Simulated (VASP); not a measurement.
A run of VASP 6.6.1:

File INCAR:

```
SYSTEM = Cu3HAu
PREC = Accurate
ENCUT = 600
EDIFF = 1E-6
ISMEAR = 0
SIGMA = 0.1
LREAL = .False.
LASPH = .True.
NELM = 120
ALGO = Normal
ISIF = 2
LWAVE = .False.
LCHARG = .True.
GGA = PE
LELF = .True.
LVHAR = .True.
NBANDS = 30
GGA_COMPAT = .False.
```

The input KPOINTS:

```
regular mesh
0
Gamma
  8 8 8
  0 0 0
```

POSCAR

```
Cu3HAu
1.0
    3.8342512347      0.0000000000      0.0000000000
    0.0000000000      3.8342512347      0.0000000000
    0.0000000000      0.0000000000      3.8342512347
Cu Au H
3 1 1
Direct
    1.0000000000      0.5000000000      0.5000000000
    0.5000000000      1.0000000000      0.5000000000
    0.5000000000      0.5000000000      1.0000000000
    0.0000000000      1.0000000000      1.0000000000
    0.5000000000      0.5000000000      0.5000000000
```

Potentials or basis: VASP PAW PBE potentials, release 64 (Cu, Au, H).

Launch:

```console
$ cat potpaw_PBE.64/Cu/POTCAR potpaw_PBE.64/Au/POTCAR potpaw_PBE.64/H/POTCAR > POTCAR
$ mpirun -np 1 vasp_std > vasp.out
```

Hardware: 1 thread of Intel(R) Xeon(R) 6975P-C (Granite Rapids) (shared host).

Q: Estimate the wall time of this run.

A: Run time: 25 s on 1 thread of Intel(R) Xeon(R) 6975P-C (Granite Rapids) (shared host), peak memory 0.21 GiB. Counts: scf iterations 15, k points 35.
